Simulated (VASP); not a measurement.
Here is a VASP 6.6.1 calculation.

INCAR

```
ALGO = Normal ; EDIFF = 1E-6
ENCUT = 520 ; GGA = PS
ISIF = 2 ; ISMEAR = 0
LASPH = True ; LCHARG = False
LREAL = False ; LWAVE = False
NBANDS = 17 ; NELM = 60
PREC = Accurate ; SIGMA = 0.05
```

Contents of KPOINTS:

```
k-points
0
Gamma
  10 10 10
```

POSCAR

```
PbS
1.0
    0.0072939000      3.0556104000      2.7841350000
    3.0463892500      0.0072939000      2.7841350000
    3.0536831500      3.0629043000      0.0000000000
Pb S
1 1
Direct
    0.0103590061     -0.0103590061      0.0098712013
    0.4896409939      0.5103590061      0.4901287987
```

Potentials or basis: VASP PAW PBE potentials, release 64 (Pb_d, S).

Run with:

```console
$ cat potpaw_PBE.64/Pb_d/POTCAR potpaw_PBE.64/S/POTCAR > POTCAR
$ mpirun -np 1 vasp_std > vasp.out
```

**Question.** Predict the largest force.

**Answer.** 0.045 eV/Å.

**Question.** Estimate the pressure.

**Answer.** 1.0 GPa.

Stress tensor (GPa, compression positive):
```
-3.57 -0.09  0.00
-0.09 -3.30  0.00
 0.00  0.00  9.97
```

Caveat: the cell differs from its parent crystal (strained and its atoms moved); the PAW data sets were made with another functional, which shifts forces and pressure a little.
